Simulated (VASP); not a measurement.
Runs of VASP 6.6.1 on Mo. The structure is that of space group Im-3m (No. 229), or close to it. The cells are those of the table. 

```csv
task,level,cell,gap on the mesh (eV),pressure (GPa)
electric field gradients,PBE,"a = 2.703 Å, angles 109.5°, 1 atom",none,11.1
electric field gradients,PBE,"a = 2.684 Å, angles 109.5°, 1 atom",none,17.7
electric field gradients,PBE+D3(BJ),"a = 2.684 Å, angles 109.5°, 1 atom",none,(a)
single point,PBE,"a = 2.684 Å, angles 109.5°, 1 atom",none,17.7
```

Alike in all rows: potentials or basis VASP PAW PBE potentials, release 64 (Mo_sv); no spin polarisation; k mesh 16 × 16 × 16; cutoff (eV) 520; smearing fermi-dirac 0.05 eV.

Q: Estimate the missing entries.

A: (a) 9.3.

Caveats: pairwise dispersion overbinds metals, which lowers pressure and volume (some runs).

A k mesh can miss the band edges, and the runs leave out spin-orbit coupling on Mo.

A gap of «none» marks levels without a gap at the run's occupations.
